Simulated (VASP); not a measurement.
A run of VASP 6.6.1:

INCAR

```
PREC = Accurate
ENCUT = 520
EDIFF = 1E-7
ISMEAR = -1
SIGMA = 0.02
LREAL = Auto
LASPH = T
NELM = 100
ALGO = Normal
ISIF = 2
LWAVE = F
LCHARG = F
GGA = PE
NBANDS = 47
```

The input KPOINTS:

```
regular mesh
0
Gamma
  2 2 2
```

File POSCAR:

```
Mg9O8
1.0
    0.0000000000      4.3550000000      4.3550000000
    4.3550000000      0.0000000000      4.3550000000
    4.3550000000      4.3550000000      0.0000000000
Mg O
9 8
Direct
   -0.0594718714      0.0904247991     -0.0624799082
   -0.0367393800      0.0307462687      0.4831458094
    0.0073249139      0.4111366246      0.0016532721
   -0.0726980482      0.5600688863      0.5709529277
    0.4803903559     -0.0222962113      0.0081974742
    0.4520321470      0.0341676234      0.4886796785
    0.5009184845      0.5646383467     -0.0943742824
    0.4871297359      0.4893111366      0.4572101033
    0.0511710677      0.6470608496      0.1574397245
    0.2487600459      0.2198277842      0.2483926521
    0.2261768083      0.2714121699      0.7461308840
    0.1969804822      0.7876808266      0.2482319173
    0.2109529277      0.7192422503      0.7984845006
    0.7378530425      0.2741791045      0.2109644087
    0.6920551091      0.2530654420      0.7530654420
    0.7281630310      0.8568427095      0.1993915040
    0.6519288175      0.8281630310      0.7291044776
```

Potentials or basis: VASP PAW PBE potentials, release 64 (Mg, O).

The run is started by

```sh
$ cat potpaw_PBE.64/Mg/POTCAR potpaw_PBE.64/O/POTCAR > POTCAR
$ mpirun -np 1 vasp_std > vasp.out
```

Hardware: 1 thread of Intel Xeon 8259CL (shared host).

Task: Estimate the wall time of this run.

Result: Wall time 4.7 min on 1 thread of Intel Xeon 8259CL, on a shared host, peak memory 0.33 GiB. Counts: scf iterations 16, k points 8.
